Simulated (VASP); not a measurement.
# Te2Mo (P6_3/mmc) in VASP: single point with PBE

Aim: the single point of Te2Mo with PBE.

Program: VASP 6.6.1. These are calculated values, not measurements. Logs are shortened: lines on timing, memory, paths and dates and some standing lists are left out, and cuts for length are marked.

### 1 The cell of the first run

The structure is hexagonal, space group P6_3/mmc (No. 194). Conventional cell: a = 3.557 Å, b = 3.557 Å, c = 15.332 Å, α = 90.00°, β = 90.00°, γ = 120.00°. Within 3.7 Å of Te (site symmetry 3m) lie 3 Mo at 2.74 Å and 7 Te at 3.56 to 3.62 Å. Within 3.6 Å of Mo (site symmetry -6m2) lie 6 Te at 2.74 Å and 6 Mo at 3.56 Å.

### 2 Single point, PBE

File INCAR:

```
PREC = Accurate
ENCUT = 520
EDIFF = 1E-6
ISMEAR = 0
SIGMA = 0.02
LREAL = F
LASPH = T
NELM = 100
ALGO = Normal
ISIF = 2
LWAVE = F
LCHARG = T
GGA = PE
LELF = T
LVHAR = T
NBANDS = 35
```

File KPOINTS:

```
regular mesh
0
Gamma
  12 12 2
```

File POSCAR:

```
Te2Mo
1.0
    3.5566632399      0.0000000000      0.0000000000
   -1.7783316200      3.0801607185      0.0000000000
    0.0000000000      0.0000000000     15.3316106746
Te Mo
4 2
Direct
    0.3333333333      0.6666666667      0.6320701694
    0.6666666667      0.3333333333      0.1320701694
    0.6666666667      0.3333333333      0.3679298306
    0.3333333333      0.6666666667      0.8679298306
    0.3333333333      0.6666666667      0.2500000000
    0.6666666667      0.3333333333      0.7500000000
```

Potentials or basis: VASP PAW PBE potentials, release 64 (Te, Mo_sv).

On the command line:

```
> cat potpaw_PBE.64/Te/POTCAR potpaw_PBE.64/Mo_sv/POTCAR > POTCAR
> mpirun -np 1 vasp_std > vasp.out
```

OUTCAR:

```text
PREC = Accurate
   ENCUT = 520
   EDIFF = 1E-6
   ISMEAR = 0
   LREAL = F
   LASPH = T
   NELM = 100
   ISIF = 2
   GGA = PE

 ion  position               nearest neighbor table
   1  0.333  0.667  0.632-   6 2.74   6 2.74   6 2.74   4 3.62
   2  0.667  0.333  0.132-   5 2.74   5 2.74   5 2.74   3 3.62
   3  0.667  0.333  0.368-   5 2.74   5 2.74   5 2.74   2 3.62
   4  0.333  0.667  0.868-   6 2.74   6 2.74   6 2.74   1 3.62
   5  0.333  0.667  0.250-   2 2.74   3 2.74   2 2.74   3 2.74   2 2.74   3 2.74
   6  0.667  0.333  0.750-   1 2.74   4 2.74   1 2.74   4 2.74   1 2.74   4 2.74

  LATTYP: Found a hexagonal cell.
 ALAT       =     3.5566632399
 C/A-ratio  =     4.3106725716

  Lattice vectors:

 A1 = (   3.5566632399,   0.0000000000,   0.0000000000)
 A2 = (  -1.7783316200,   3.0801607185,   0.0000000000)
 A3 = (   0.0000000000,   0.0000000000,  15.3316106746)

Analysis of symmetry for initial positions (statically):
=====================================================================
 Subroutine PRICEL returns:
 Original cell was already a primitive cell.

 Routine SETGRP: Setting up the symmetry group for a
 hexagonal supercell.

 Subroutine GETGRP returns: Found 24 space group operations
 (whereof 12 operations were pure point group operations)
 out of a pool of 24 trial point group operations.

The static configuration has the point symmetry D_3d.
 The point group associated with its full space group is D_6h.

Analysis of symmetry for dynamics (positions and initial velocities):
=====================================================================
 Subroutine PRICEL returns:
 Original cell was already a primitive cell.

 Routine SETGRP: Setting up the symmetry group for a
 hexagonal supercell.

 Subroutine GETGRP returns: Found 24 space group operations
 (whereof 12 operations were pure point group operations)
 out of a pool of 24 trial point group operations.

The dynamic configuration has the point symmetry D_3d.
 The point group associated with its full space group is D_6h.

 Subroutine INISYM returns: Found 24 space group operations
 (whereof 12 operations are pure point group operations),
 and found     1 'primitive' translations

----------------------------------------------------------------------------------------

                                     Primitive cell

  volume of cell :     167.9592

  direct lattice vectors                    reciprocal lattice vectors
     3.556663240  0.000000000  0.000000000     0.281162408  0.162329192  0.000000000
    -1.778331620  3.080160719  0.000000000     0.000000000  0.324658384  0.000000000
     0.000000000  0.000000000 15.331610675     0.000000000  0.000000000  0.065224719

  length of vectors
     3.556663240  3.556663240 15.331610675     0.324658384  0.324658384  0.065224719

  position of ions in fractional coordinates (direct lattice)
     0.333333333  0.666666667  0.632070169
     0.666666667  0.333333333  0.132070169
     0.666666667  0.333333333  0.367929831
     0.333333333  0.666666667  0.867929831
     0.333333333  0.666666667  0.250000000
     0.666666667  0.333333333  0.750000000

  ion indices of the primitive-cell ions
   primitive index   ion index
                 1           1
                 2           2
                 3           3
                 4           4
                 5           5
                 6           6

----------------------------------------------------------------------------------------

 KPOINTS: regular mesh

Automatic generation of k-mesh.
 Grid dimensions read from file:
 generate k-points for:   12   12    2

 Generating k-lattice:

  Cartesian coordinates                     Fractional coordinates (reciprocal lattice)
     0.023430201  0.013527433  0.000000000     0.083333333  0.000000000  0.000000000
     0.000000000  0.027054865  0.000000000     0.000000000  0.083333333  0.000000000
     0.000000000  0.000000000  0.032612360     0.000000000  0.000000000  0.500000000

  Length of vectors
     0.027054865  0.027054865  0.032612360

  Shift w.r.t. Gamma in fractional coordinates (k-lattice)
     0.000000000  0.000000000  0.000000000

 Subroutine IBZKPT returns following result:
 ===========================================

 Found     38 irreducible k-points:

 Following reciprocal coordinates:
            Coordinates               Weight
  0.000000  0.000000  0.000000      1.000000
  0.083333  0.000000  0.000000      6.000000
  0.166667 -0.000000  0.000000      6.000000
  0.250000  0.000000  0.000000      6.000000
  0.333333  0.000000  0.000000      6.000000
  0.416667  0.000000  0.000000      6.000000
[... 16 lines left out ...]
  0.250000  0.000000  0.500000      6.000000
  0.333333  0.000000  0.500000      6.000000
 [... further k-points ...]
   k-points           NKPTS =     38   k-points in BZ     NKDIM =     38   number of bands    NBANDS=     35
   number of dos      NEDOS =    301   number of ions     NIONS =      6
   total plane-waves  NPLWV =  94080
   dimension x,y,z NGX =    28 NGY =   28 NGZ =  120
   dimension x,y,z NGXF=    56 NGYF=   56 NGZF=  240
   ions per type =               4   2
   NGX,Y,Z   is equivalent  to a cutoff of  13.09, 13.09, 13.01 a.u.
   NGXF,Y,Z  is equivalent  to a cutoff of  26.18, 26.18, 26.02 a.u.
 SYSTEM =  unknown system
   PREC   = accura    normal or accurate (medium, high low for compatibility)
   ISTART =      0    job   : 0-new  1-cont  2-samecut
   ICHARG =      2    charge: 1-file 2-atom 10-const
   ISPIN  =      1    spin polarized calculation?
   LNONCOLLINEAR =      F non collinear calculations
   LSORBIT =      F    spin-orbit coupling
   LASPH  =      T    aspherical Exc in radial PAW
   ENCUT  =  520.0 eV  38.22 Ry    6.18 a.u.   6.61  6.61 28.51*2*pi/ulx,y,z
   NELM   =    100;   NELMIN=  2; NELMDL= -5     # of ELM steps
   EDIFF  = 0.1E-05   stopping-criterion for ELM
   LREAL  =      F    real-space projection
   EDIFFG = 0.1E-04   stopping-criterion for IOM
   NSW    =      0    number of steps for IOM
   IBRION =     -1    ionic relax: 0-MD 1-quasi-New 2-CG
   NFREE  =      0    steps in history (QN), initial steepest desc. (CG)
   ISIF   =      2    stress and relaxation
   ISYM   =      2    0-nonsym 1-usesym 2-fastsym
   POTIM  = 0.5000    time-step for ionic-motion
   TEBEG  =    0.0;   TEEND  =   0.0 temperature during run
   PSTRESS=    0.0 pullay stress
   NELECT =      52.0000    total number of electrons
   NUPDOWN=      -1.0000    fix difference up-down
   EMIN   =  10.00;   EMAX   =-10.00  energy-range for DOS
   EFERMI =   0.00;   METHOD = LEGACY
   ISMEAR =     0;   SIGMA  =   0.02  broadening in eV -4-tet -1-fermi 0-gaus
   EFERMI_NEDOS =   21; number of points for ismear=-14 and -15
   IALGO  =     38    algorithm
   IMIX   =      4    mixing-type and parameters
     AMIX     =   0.40;   BMIX     =  1.00
     AMIX_MAG =   1.60;   BMIX_MAG =  1.00
  volume/ion in A,a.u.               =      27.99       188.91
  Fermi-wavevector in a.u.,A,eV,Ry     =   1.107494  2.092860 16.688125  1.226543
  Thomas-Fermi vector in A             =   2.244009
   LORBIT       =      0    0 simple, 1 ext, 2 COOP (PROOUT), +10 PAW based schemes
   GGA     = PE    functional components
   LHFCALC =     F    Hartree Fock is set to
   AEXX    =    0.0000 exact exchange contribution
   IVDW    =     0    specifies the selected vdW correction
   LEPSILON=     F    determine dielectric tensor
   LRPA    =     F    only Hartree local field effects (RPA)
 non-spin polarized calculation
 Gauss-broadening in eV      SIGMA  =   0.02
  energy-cutoff  :      520.00
  volume of cell :      167.96
 maximum number of plane-waves:      4581
 NGX is ok and might be reduce to    28
   NGX = 13   NGY = 13   NGZ = 57

 number of electron      52.0000000 magnetization

 Free energy of the ion-electron system (eV)
  ---------------------------------------------------
  ext. energy  EPLUGINS =         0.00000000
  ---------------------------------------------------
  free energy    TOTEN  =       -36.07543175 eV

  energy without entropy =      -36.07543175  energy(sigma->0) =      -36.07543175

 E-fermi :   6.8916     XC(G=0):  -9.7284

 val. band max:        6.6317725408   @ k =   0.3333   0.3333   0.0000
 cond. band min:       7.6519224540   @ k =   0.2500   0.1667   0.0000
 fundamental gap:      1.0201499132
 Fermi energy:         6.8916060494

 k-point     1 :       0.0000    0.0000    0.0000
  band No.  band energies     occupation
      1     -54.0995      2.00000
      2     -54.0995      2.00000
      3     -28.2443      2.00000
      4     -28.2443      2.00000
      5     -28.1421      2.00000
      6     -28.1421      2.00000
[... 27 lines left out ...]
     34       9.9387      0.00000
     35      11.7474      0.00000

 k-point     2 :       0.0833    0.0000    0.0000
  band No.  band energies     occupation
      1     -54.0989      2.00000
      2     -54.0989      2.00000
      3     -28.2426      2.00000
      4     -28.2426      2.00000
      5     -28.1498      2.00000
      6     -28.1498      2.00000
[... 27 lines left out ...]
     34       9.7439      0.00000
     35      12.0843      0.00000

 k-point     3 :       0.1667   -0.0000    0.0000
  band No.  band energies     occupation
      1     -54.0974      2.00000
      2     -54.0974      2.00000
      3     -28.2380      2.00000
      4     -28.2380      2.00000
      5     -28.1708      2.00000
      6     -28.1708      2.00000
[... 27 lines left out ...]
     34       9.9416      0.00000
     35      12.3637      0.00000
[... 723 lines left out ...]
 k-point    23 :       0.2500    0.0000    0.5000
  band No.  band energies     occupation
      1     -54.0953      2.00000
      2     -54.0953      2.00000
      3     -28.2317      2.00000
      4     -28.2317      2.00000
      5     -28.1994      2.00000
      6     -28.1994      2.00000
[... 27 lines left out ...]
     34      10.0587      0.00000
     35      12.8361      0.00000

 k-point    24 :       0.3333    0.0000    0.5000
  band No.  band energies     occupation
      1     -54.0933      2.00000
      2     -54.0933      2.00000
      3     -28.2278      2.00000
      4     -28.2278      2.00000
      5     -28.2255      2.00000
      6     -28.2255      2.00000
[... 27 lines left out ...]
     34      10.1618      0.00000
     35      12.0651      0.00000

 [... further k-points ...]

------------------------ aborting loop because EDIFF is reached ----------------------------------------

  FORCE on cell =-STRESS in cart. coord.  units (eV):
  Direction    XX          YY          ZZ          XY          YZ          ZX
  --------------------------------------------------------------------------------------
  -------------------------------------------------------------------------------------
  Total       -0.0149705     -0.0149705      0.0776587      0.0000000      0.0000000      0.0000000
  in kB       -0.1428053     -0.1428053      0.7407930      0.0000000      0.0000000      0.0000000
  external PRESSURE =       0.1517275 kB  Pullay stress =       0.0000000 kB

 VOLUME and BASIS-vectors are now :
 -----------------------------------------------------------------------------
  energy-cutoff  :      520.00
  volume of cell :      167.96
      direct lattice vectors                 reciprocal lattice vectors
     3.556663240  0.000000000  0.000000000     0.281162408  0.162329192  0.000000000
    -1.778331620  3.080160719  0.000000000     0.000000000  0.324658384  0.000000000
     0.000000000  0.000000000 15.331610675     0.000000000  0.000000000  0.065224719

 POSITION                                       TOTAL-FORCE (eV/Angst)
 -----------------------------------------------------------------------------------
     -0.00000      2.05344      9.69065        -0.000000      0.000000     -0.013008
      1.77833      1.02672      2.02485         0.000000      0.000000     -0.013008
      1.77833      1.02672      5.64096        -0.000000     -0.000000      0.013008
     -0.00000      2.05344     13.30676        -0.000000      0.000000      0.013008
     -0.00000      2.05344      3.83290        -0.000000      0.000000      0.000000
      1.77833      1.02672     11.49871         0.000000     -0.000000      0.000000
 -----------------------------------------------------------------------------------
    total drift:                                0.000000     -0.000000      0.000000

  FREE ENERGIE OF THE ION-ELECTRON SYSTEM (eV)
  ---------------------------------------------------
  free  energy   TOTEN  =       -36.0754317455 eV

  energy  without entropy=      -36.0754317455  energy(sigma->0) =      -36.07543175
```

Run time: 4 min. Hardware: 1 thread of Intel Xeon Platinum 8259CL at 2.50GHz (Skylake/Cascade Lake), shared host; peak memory 0.41 GiB.

What came out:

```yaml
Free_energy: -36.0754 eV
Pressure: 0.0 GPa
Largest_force: 0.013 eV/Å
Band_gap_on_the_k_mesh: 1.02 eV (least direct gap 1.03 eV)
```

Forces in eV/Å, atoms in the order of the input:
```
Te   0.000  0.000 -0.013
Te   0.000  0.000 -0.013
Te   0.000  0.000  0.013
Te   0.000  0.000  0.013
Mo   0.000  0.000  0.000
Mo   0.000  0.000  0.000
```

Levels at points of the mesh, in eV from the valence-band top:
| k point | band 23 | band 24 | band 25 | band 26 | band 27 | band 28 | band 29 | band 30 |
| --- | --- | --- | --- | --- | --- | --- | --- | --- |
| (0.00, 0.00, 0.00) | -0.91 | -0.91 | -0.76 | -0.13 | 2.98 | 2.98 | 3.02 | 3.02 |
| (0.50, 0.00, 0.00) | -0.78 | -0.78 | -0.40 | -0.32 | 1.34 | 1.36 | 1.60 | 1.76 |
| (0.00, 0.00, 0.50) | -0.92 | -0.92 | -0.28 | -0.28 | 2.99 | 2.99 | 2.99 | 2.99 |
| (0.50, 0.00, 0.50) | -0.78 | -0.78 | -0.36 | -0.36 | 1.35 | 1.35 | 1.68 | 1.68 |

Caveat: spin-orbit coupling is left out, which moves the levels of the heavy elements; this functional lacks dispersion, which binds the layers, so the pressure and a relaxed spacing across them are unreliable. A k mesh can miss the band edges.
